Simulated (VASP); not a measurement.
# Rb (P6_3/mmc) in VASP: notebook

Runs on Rb. Level: BLYP. Tasks: single point.

All numbers are computed with VASP 6.6.1; they aren't measurements. Logs are shortened: lines on timing, memory, paths and dates and some standing lists are left out, and cuts for length are marked.

## (1) The cell of the first run

It takes space group P6_3/mmc (No. 194, hexagonal). The conventional cell has a = 5.116 Å, b = 5.116 Å, c = 16.880 Å, α = 90.00°, β = 90.00°, γ = 120.00°.

This isn't the form of Rb at room conditions, which is bcc.

## (2) Single point, BLYP

INCAR

```
SYSTEM = Rb
  PREC = Accurate
  ENCUT = 520
  EDIFF = 1E-6
  ISMEAR = -1
  SIGMA = 0.1
  LREAL = .False.
  LASPH = .True.
  NELM = 100
  ALGO = Normal
  ISIF = 2
  LWAVE = .False.
  LCHARG = .False.
  GGA = B5
  ALDAX = 1.0
  AGGAX = 1.0
  AGGAC = 1.0
  ALDAC = 0.0
  NBANDS = 26
```

KPOINTS

```
Automatic mesh
0
Gamma
  7 7 2
  0 0 0
```

POSCAR

```
Rb
1.0
    5.1157017774      0.0000000000      0.0000000000
   -2.5578508887      4.4303276974      0.0000000000
    0.0000000000      0.0000000000     16.8798798221
Rb
4
Direct
    1.0000000000      1.0000000000      0.0000000000
    1.0000000000      0.0000000000      0.5000000000
    0.3333333333      0.6666666667      0.2500000000
    0.6666666667      0.3333333333      0.7500000000
```

Potentials or basis: VASP PAW PBE potentials, release 64 (Rb_sv).

On the command line:

```sh
$ cat potpaw_PBE.64/Rb_sv/POTCAR > POTCAR
$ mpirun -np 1 vasp_std > vasp.out
```

OUTCAR:

```text
SYSTEM = Rb
   PREC = Accurate
   ENCUT = 520
   EDIFF = 1E-6
   ISMEAR = -1
   LREAL = .False.
   LASPH = .True.
   NELM = 100
   ISIF = 2
   GGA = B5

 ion  position               nearest neighbor table
   1  0.000  0.000  0.000-   3 5.15   4 5.15   3 5.15   4 5.15   4 5.15   3 5.15
   2  0.000  0.000  0.500-   3 5.15   4 5.15   3 5.15   4 5.15   4 5.15   3 5.15
   3  0.333  0.667  0.250-   1 5.15   2 5.15   1 5.15   2 5.15   1 5.15   2 5.15
   4  0.667  0.333  0.750-   1 5.15   2 5.15   1 5.15   2 5.15   1 5.15   2 5.15

  LATTYP: Found a hexagonal cell.
 ALAT       =     5.1157017774
 C/A-ratio  =     3.2996215488

  Lattice vectors:

 A1 = (   5.1157017774,   0.0000000000,   0.0000000000)
 A2 = (  -2.5578508887,   4.4303276974,   0.0000000000)
 A3 = (   0.0000000000,   0.0000000000,  16.8798798221)

Analysis of symmetry for initial positions (statically):
=====================================================================
 Subroutine PRICEL returns:
 Original cell was already a primitive cell.

 Routine SETGRP: Setting up the symmetry group for a
 hexagonal supercell.

 Subroutine GETGRP returns: Found 24 space group operations
 (whereof 12 operations were pure point group operations)
 out of a pool of 24 trial point group operations.

The static configuration has the point symmetry D_3d.
 The point group associated with its full space group is D_6h.

Analysis of symmetry for dynamics (positions and initial velocities):
=====================================================================
 Subroutine PRICEL returns:
 Original cell was already a primitive cell.

 Routine SETGRP: Setting up the symmetry group for a
 hexagonal supercell.

 Subroutine GETGRP returns: Found 24 space group operations
 (whereof 12 operations were pure point group operations)
 out of a pool of 24 trial point group operations.

The dynamic configuration has the point symmetry D_3d.
 The point group associated with its full space group is D_6h.

 Subroutine INISYM returns: Found 24 space group operations
 (whereof 12 operations are pure point group operations),
 and found     1 'primitive' translations

----------------------------------------------------------------------------------------

                                     Primitive cell

  volume of cell :     382.5696

  direct lattice vectors                    reciprocal lattice vectors
     5.115701777  0.000000000  0.000000000     0.195476602  0.112858469  0.000000000
    -2.557850889  4.430327697  0.000000000     0.000000000  0.225716938  0.000000000
     0.000000000  0.000000000 16.879879822     0.000000000  0.000000000  0.059242128

  length of vectors
     5.115701777  5.115701777 16.879879822     0.225716938  0.225716938  0.059242128

  position of ions in fractional coordinates (direct lattice)
     0.000000000  0.000000000  0.000000000
     0.000000000  0.000000000  0.500000000
     0.333333333  0.666666667  0.250000000
     0.666666667  0.333333333  0.750000000

  ion indices of the primitive-cell ions
   primitive index   ion index
                 1           1
                 2           2
                 3           3
                 4           4

----------------------------------------------------------------------------------------

 KPOINTS: Automatic mesh

Automatic generation of k-mesh.
 Grid dimensions read from file:
 generate k-points for:    7    7    2

 Generating k-lattice:

  Cartesian coordinates                     Fractional coordinates (reciprocal lattice)
     0.027925229  0.016122638  0.000000000     0.142857143  0.000000000  0.000000000
     0.000000000  0.032245277  0.000000000     0.000000000  0.142857143  0.000000000
     0.000000000  0.000000000  0.029621064     0.000000000  0.000000000  0.500000000

  Length of vectors
     0.032245277  0.032245277  0.029621064

  Shift w.r.t. Gamma in fractional coordinates (k-lattice)
     0.000000000  0.000000000  0.000000000

 Subroutine IBZKPT returns following result:
 ===========================================

 Found     16 irreducible k-points:

 Following reciprocal coordinates:
            Coordinates               Weight
  0.000000  0.000000  0.000000      1.000000
  0.142857  0.000000  0.000000      6.000000
  0.285714  0.000000  0.000000      6.000000
  0.428571  0.000000  0.000000      6.000000
  0.142857  0.142857  0.000000      6.000000
  0.285714  0.142857  0.000000     12.000000
[... 8 lines left out ...]
  0.428571  0.142857  0.500000      6.000000
  0.285714  0.285714  0.500000      6.000000
   k-points           NKPTS =     16   k-points in BZ     NKDIM =     16   number of bands    NBANDS=     26
   number of dos      NEDOS =    301   number of ions     NIONS =      4
   total plane-waves  NPLWV = 201600
   dimension x,y,z NGX =    40 NGY =   40 NGZ =  126
   dimension x,y,z NGXF=    80 NGYF=   80 NGZF=  252
   ions per type =               4
   NGX,Y,Z   is equivalent  to a cutoff of  13.00, 13.00, 12.41 a.u.
[... 63 lines left out ...]
 fundamental gap:      0.0832121816
 Fermi energy:         0.3312821413

 k-point     1 :       0.0000    0.0000    0.0000
  band No.  band energies     occupation
      1     -28.7019      2.00000
      2     -28.7008      2.00000
      3     -28.7002      2.00000
      4     -28.6990      2.00000
      5     -12.8810      2.00000
      6     -12.8433      2.00000
[... 18 lines left out ...]
     25       3.5581      0.00000
     26       3.6248      0.00000

 k-point     2 :       0.1429    0.0000    0.0000
  band No.  band energies     occupation
      1     -28.7014      2.00000
      2     -28.7004      2.00000
      3     -28.6998      2.00000
      4     -28.6988      2.00000
      5     -12.8761      2.00000
      6     -12.8450      2.00000
[... 18 lines left out ...]
     25       3.1829      0.00000
     26       3.1937      0.00000

 k-point     3 :       0.2857    0.0000    0.0000
  band No.  band energies     occupation
      1     -28.7002      2.00000
      2     -28.6995      2.00000
      3     -28.6989      2.00000
      4     -28.6982      2.00000
      5     -12.8651      2.00000
      6     -12.8596      2.00000
[... 18 lines left out ...]
     25       2.5878      0.00000
     26       2.6212      0.00000

 k-point     4 :       0.4286    0.0000    0.0000
  band No.  band energies     occupation
      1     -28.6991      2.00000
      2     -28.6988      2.00000
      3     -28.6982      2.00000
      4     -28.6979      2.00000
      5     -12.8790      2.00000
      6     -12.8776      2.00000
[... 18 lines left out ...]
     25       2.3081      0.00000
     26       2.3797      0.00000

 k-point     5 :       0.1429    0.1429    0.0000
  band No.  band energies     occupation
      1     -28.7006      2.00000
      2     -28.6997      2.00000
      3     -28.6992      2.00000
      4     -28.6984      2.00000
      5     -12.8673      2.00000
      6     -12.8525      2.00000
[... 18 lines left out ...]
     25       2.6322      0.00000
     26       2.6735      0.00000

 k-point     6 :       0.2857    0.1429    0.0000
  band No.  band energies     occupation
      1     -28.6994      2.00000
      2     -28.6989      2.00000
      3     -28.6984      2.00000
      4     -28.6979      2.00000
      5     -12.8691      2.00000
      6     -12.8684      2.00000
[... 195 lines left out ...]
 k-point    13 :       0.1429    0.1429    0.5000
  band No.  band energies     occupation
      1     -28.7003      2.00000
      2     -28.7003      2.00000
      3     -28.6987      2.00000
      4     -28.6987      2.00000
      5     -12.8632      2.00000
      6     -12.8632      2.00000
[... 18 lines left out ...]
     25       2.8084      0.00000
     26       2.8084      0.00000

 k-point    14 :       0.2857    0.1429    0.5000
  band No.  band energies     occupation
      1     -28.6992      2.00000
      2     -28.6992      2.00000
      3     -28.6981      2.00000
      4     -28.6981      2.00000
      5     -12.8672      2.00000
      6     -12.8672      2.00000
[... 18 lines left out ...]
     25       2.3872      0.00000
     26       2.3872      0.00000

 k-point    15 :       0.4286    0.1429    0.5000
  band No.  band energies     occupation
      1     -28.6987      2.00000
      2     -28.6987      2.00000
      3     -28.6979      2.00000
      4     -28.6979      2.00000
      5     -12.8747      2.00000
      6     -12.8747      2.00000
[... 18 lines left out ...]
     25       2.1523      0.00000
     26       2.1523      0.00000

 k-point    16 :       0.2857    0.2857    0.5000
  band No.  band energies     occupation
      1     -28.6985      2.00000
      2     -28.6985      2.00000
      3     -28.6979      2.00000
      4     -28.6979      2.00000
      5     -12.8662      2.00000
      6     -12.8662      2.00000
[... 18 lines left out ...]
     25       2.1975      0.00000
     26       2.1976      0.00000

------------------------ aborting loop because EDIFF is reached ----------------------------------------

  FORCE on cell =-STRESS in cart. coord.  units (eV):
  Direction    XX          YY          ZZ          XY          YZ          ZX
  --------------------------------------------------------------------------------------
  -------------------------------------------------------------------------------------
  Total        0.0042736      0.0042736      0.0374709      0.0000000      0.0000000      0.0000000
  in kB        0.0178975      0.0178975      0.1569257      0.0000000      0.0000000      0.0000000
  external PRESSURE =       0.0642402 kB  Pullay stress =       0.0000000 kB

 VOLUME and BASIS-vectors are now :
 -----------------------------------------------------------------------------
  energy-cutoff  :      520.00
  volume of cell :      382.57
      direct lattice vectors                 reciprocal lattice vectors
     5.115701777  0.000000000  0.000000000     0.195476602  0.112858469  0.000000000
    -2.557850889  4.430327697  0.000000000     0.000000000  0.225716938  0.000000000
     0.000000000  0.000000000 16.879879822     0.000000000  0.000000000  0.059242128

 POSITION                                       TOTAL-FORCE (eV/Angst)
 -----------------------------------------------------------------------------------
      0.00000      0.00000      0.00000         0.000000      0.000000      0.000000
      0.00000      0.00000      8.43994        -0.000000      0.000000      0.000000
     -0.00000      2.95355      4.21997         0.000000     -0.000000     -0.000000
      2.55785      1.47678     12.65991        -0.000000      0.000000      0.000000
 -----------------------------------------------------------------------------------
    total drift:                                0.000000     -0.000000      0.000000

  FREE ENERGIE OF THE ION-ELECTRON SYSTEM (eV)
  ---------------------------------------------------
  free  energy   TOTEN  =        -2.4893276753 eV

  energy  without entropy=       -2.3698888075  energy(sigma->0) =       -2.42960824
```

Wall time 5.3 min (1 thread of Oxide Virtual Turin-like, shared host); peak memory 0.47 GiB.

Results:

```yaml
Free_energy: -2.4893 eV
Pressure: 0.0 GPa
Band_gap_on_the_k_mesh: zero (bands 18 and 19 overlap by 1.89 eV)
```

Caveat: the PAW data sets were made with another functional, which shifts forces and pressure a little.

## (3) Single point, BLYP (84.17 Å³/atom)

This run uses another cell than the first one, of 84.17 Å³/atom.

INCAR

```
SYSTEM = Rb
PREC = Accurate
ENCUT = 520
EDIFF = 1E-6
ISMEAR = -1
SIGMA = 0.1
LREAL = .FALSE.
LASPH = .TRUE.
NELM = 80
ALGO = Normal
ISIF = 2
LWAVE = .FALSE.
LCHARG = .TRUE.
GGA = B5
ALDAX = 1.0
AGGAX = 1.0
AGGAC = 1.0
ALDAC = 0.0
LELF = .TRUE.
LVHAR = .TRUE.
NBANDS = 26
```

KPOINTS

```
regular mesh
0
G
  8 8 3
  0 0 0
```

POSCAR

```
Rb
1.0
    4.9022950158      0.0000000000      0.0000000000
   -2.4511475079      4.2455120206      0.0000000000
    0.0000000000      0.0000000000     16.1757182729
Rb
4
Direct
    1.0000000000      1.0000000000      0.0000000000
    1.0000000000      0.0000000000      0.5000000000
    0.3333333333      0.6666666667      0.2500000000
    0.6666666667      0.3333333333      0.7500000000
```

Potentials or basis: VASP PAW PBE potentials, release 64 (Rb_sv).

On the command line:

```sh
$ cat potpaw_PBE.64/Rb_sv/POTCAR > POTCAR
$ mpirun -np 1 vasp_std > vasp.out
```

It took 4.3 min on 1 thread of Oxide Virtual Turin-like, shared host; peak memory 0.41 GiB.

It converged, with:

```yaml
Free_energy: -2.4284 eV
Pressure: 0.4 GPa
Band_gap_on_the_k_mesh: zero (bands 18 and 19 overlap by 1.99 eV)
```

Stress tensor (GPa, compression positive):
```
0.43 0.00 0.00
0.00 0.43 0.00
0.00 0.00 0.33
```

Levels at points of the mesh, in eV from the Fermi level:
| k point | band 14 | band 15 | band 16 | band 17 | band 18 | band 19 | band 20 | band 21 | band 22 | band 23 |
| --- | --- | --- | --- | --- | --- | --- | --- | --- | --- | --- |
| (0.00, 0.00, 0.00) | -13.06 | -13.06 | -13.06 | -2.07 | -1.36 | -1.36 | 0.03 | 0.81 | 2.26 | 2.27 |
| (0.50, 0.00, 0.00) | -13.09 | -13.08 | -13.08 | 0.03 | 0.27 | 0.37 | 0.52 | 1.00 | 1.04 | 1.47 |

Caveat: the PAW data sets were made with another functional, which shifts forces and pressure a little.

## (4) Single point, BLYP (87.99 Å³/atom)

This run uses another cell than the first one, of 87.99 Å³/atom.

INCAR

```
PREC = Accurate
ENCUT = 520
EDIFF = 1E-6
ISMEAR = -1
SIGMA = 0.1
LREAL = False
LASPH = True
NELM = 60
ALGO = Normal
ISIF = 2
LWAVE = False
LCHARG = True
GGA = B5
ALDAX = 1.0
AGGAX = 1.0
AGGAC = 1.0
ALDAC = 0.0
LELF = True
LVHAR = True
NBANDS = 26
```

KPOINTS

```
regular mesh
0
Gamma
  8 8 3
```

POSCAR

```
Rb
1.0
    4.9754743870      0.0000000000      0.0000000000
   -2.4877371935      4.3088872150      0.0000000000
    0.0000000000      0.0000000000     16.4171825029
Rb
4
Direct
    1.0000000000      1.0000000000      0.0000000000
    1.0000000000      0.0000000000      0.5000000000
    0.3333333333      0.6666666667      0.2500000000
    0.6666666667      0.3333333333      0.7500000000
```

On the command line:

```sh
$ cat potpaw_PBE.64/Rb_sv/POTCAR > POTCAR
$ mpirun -np 1 vasp_std > vasp.out
```

Wall time 4.3 min (1 thread of Oxide Virtual Turin-like, shared host); peak memory 0.48 GiB.

It converged, with:

| Item | Value |
| --- | --- |
| Free energy | -2.4589 eV |
| Pressure | 0.2 GPa |
| Band gap on the k mesh | zero (bands 18 and 19 overlap by 1.94 eV) |

Stress tensor (GPa, compression positive):
```
0.27 0.00 0.00
0.00 0.27 0.00
0.00 0.00 0.19
```

Levels at points of the mesh, in eV from the Fermi level:
```csv
k point,band 16,band 17,band 18,band 19,band 20,band 21
"(0.00, 0.00, 0.00)",-13.08,-2.01,-1.33,-1.33,0.03,0.79
"(0.50, 0.00, 0.00)",-13.10,0.04,0.26,0.38,0.53,0.98
```

Caveat: the PAW data sets were made with another functional, which shifts forces and pressure a little.

## (5) Single point, BLYP (91.82 Å³/atom)

This run uses another cell than the first one, of 91.82 Å³/atom.

INCAR

```
PREC     = Accurate       # precision mode
ENCUT    = 520            # plane-wave cutoff, eV
EDIFF    = 1E-7           # SCF threshold, eV
ISMEAR   = -1             # smearing method
SIGMA    = 0.1            # smearing width, eV
LREAL    = F              # projectors in reciprocal space
LASPH    = T              # aspherical terms in the spheres
NELM     = 80             # most SCF steps
ALGO     = Normal         # electronic algorithm
ISIF     = 2              # what is computed and relaxed
LWAVE    = F              # write WAVECAR
LCHARG   = F              # write CHGCAR
GGA      = B5             # functional
ALDAX    = 1.0          
AGGAX    = 1.0          
AGGAC    = 1.0          
ALDAC    = 0.0          
NBANDS   = 26             # bands
```

KPOINTS

```
Automatic mesh
0
Gamma
  8 8 3
```

POSCAR

```
Rb
1.0
    5.0465621969      0.0000000000      0.0000000000
   -2.5232810984      4.3704510643      0.0000000000
    0.0000000000      0.0000000000     16.6517453722
Rb
4
Direct
    1.0000000000      1.0000000000      0.0000000000
    1.0000000000      0.0000000000      0.5000000000
    0.3333333333      0.6666666667      0.2500000000
    0.6666666667      0.3333333333      0.7500000000
```

On the command line:

```sh
$ cat potpaw_PBE.64/Rb_sv/POTCAR > POTCAR
$ mpirun -np 1 vasp_std > vasp.out
```

It took 6.7 min on 1 thread of Oxide Virtual Turin-like, shared host; peak memory 0.48 GiB.

It converged, with:

| Item | Value |
| --- | --- |
| Free energy | -2.4761 eV |
| Pressure | 0.1 GPa |
| Band gap on the k mesh | zero (bands 18 and 19 overlap by 1.90 eV) |

Stress tensor (GPa, compression positive):
```
0.14 0.00 0.00
0.00 0.14 0.00
0.00 0.00 0.06
```

Levels at points of the mesh, in eV from the Fermi level:
```
           k point  band 14  band 15  band 16  band 17  band 18  band 19  band 20  band 21  band 22  band 23
(0.00, 0.00, 0.00)   -13.10   -13.10   -13.10    -1.95    -1.29    -1.29     0.04     0.76     2.22     2.24
(0.50, 0.00, 0.00)   -13.12   -13.12   -13.11     0.04     0.26     0.39     0.54     0.96     0.97     1.49
```

Caveat: the PAW data sets were made with another functional, which shifts forces and pressure a little.

## (6) Overview

| cell | k mesh | gap on the mesh (eV) | pressure (GPa) |
| --- | --- | --- | --- |
| a = 5.116, b = 5.116, c = 16.880 Å, angles 90.0, 90.0, 120.0°, 4 atoms | 7 × 7 × 2 | none | 0.0 |
| a = 4.902, b = 4.902, c = 16.176 Å, angles 90.0, 90.0, 120.0°, 4 atoms | 8 × 8 × 3 | none | 0.4 |
| a = 4.975, b = 4.975, c = 16.417 Å, angles 90.0, 90.0, 120.0°, 4 atoms | 8 × 8 × 3 | none | 0.2 |
| a = 5.047, b = 5.047, c = 16.652 Å, angles 90.0, 90.0, 120.0°, 4 atoms | 8 × 8 × 3 | none | 0.1 |

Alike in all rows: task single point; level BLYP; potentials or basis VASP PAW PBE potentials, release 64 (Rb_sv); no spin polarisation; cutoff (eV) 520; smearing fermi-dirac 0.1 eV.

Caveats: the PAW data sets were made with another functional, which shifts forces and pressure a little.

Total energies depend on the potentials used, so only differences within one code and one set of settings carry meaning.

The gap in the log of VASP goes by the Fermi energy; the results here count the filled bands.